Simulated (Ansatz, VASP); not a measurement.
# Two plane-wave programs on MgS

Contents of POSCAR:

```
MgS
1.0
    0.0000000000      2.6015177399      2.6015177399
    2.6015177399      0.0000000000      2.6015177399
    2.6015177399      2.6015177399      0.0000000000
Mg S
1 1
Direct
    0.0000000000      0.0000000000      0.0000000000
    0.5000000000      0.5000000000      0.5000000000
```

The input INCAR.step1:

```
SYSTEM = MgS
PREC = Accurate
ENCUT = 920
ISMEAR = 1
SIGMA = 0.5
LREAL = .FALSE.
LASPH = .TRUE.
NELM = 120
NBANDS = 15
GGA = PE
ALGO = Normal
EDIFF = 1E-5
LWAVE = .TRUE.
LCHARG = .FALSE.
GGA_COMPAT = .FALSE.
```

Contents of INCAR.step2:

```
SYSTEM = MgS
PREC = Accurate
ENCUT = 920
EDIFF = 1E-6
ISMEAR = 1
SIGMA = 0.5
LREAL = .FALSE.
LASPH = .TRUE.
NELM = 120
ALGO = Normal
ISIF = 2
LWAVE = .FALSE.
LCHARG = .FALSE.
METAGGA = R2SCAN
LMIXTAU = .TRUE.
NBANDS = 15
ISTART = 1
GGA_COMPAT = .FALSE.
```

File KPOINTS:

```
regular mesh
0
G
  6 6 6
  0 0 0
```

Input for Ansatz:

```yaml
crystal:
  lattice:
    - [0.0, 2.6015177399, 2.6015177399]
    - [2.6015177399, 0.0, 2.6015177399]
    - [2.6015177399, 2.6015177399, 0.0]
  atoms:
    - { symbol: Mg, position: [0.0, 0.0, 0.0] }
    - { symbol: S, position: [0.5, 0.5, 0.5] }
kpoints:
  mp_grid: { grid: [6, 6, 6] }
hamiltonian:
  xc: r2scan
scf:
  occupations: { method: methfessel_paxton, width: 0.5 }
  n_extra_bands: 4
output:
  forces: true
  stress: true
  eigenvalues: true
```

Alike in both runs: task single point; functional r2SCAN; k mesh 6 × 6 × 6; occupations methfessel-paxton of order 1, width 0.5 eV; no spin polarisation.

|  | VASP | Ansatz |
| --- | --- | --- |
| version | VASP 6.6.1 | Ansatz 0.2.0 |
| potentials or method | VASP PAW PBE potentials, release 64 (Mg_sv, S) | plane waves |
| plane-wave cutoff (eV) | 920 | 500 |
| valence electrons in the cell | 16 | 16 |

|  | VASP | Ansatz | Ansatz less VASP |
| --- | --- | --- | --- |
| pressure (GPa) | 0.0 | 0.0 | -0.02 |

VASP's potentials were made for PBE, not for r2SCAN.
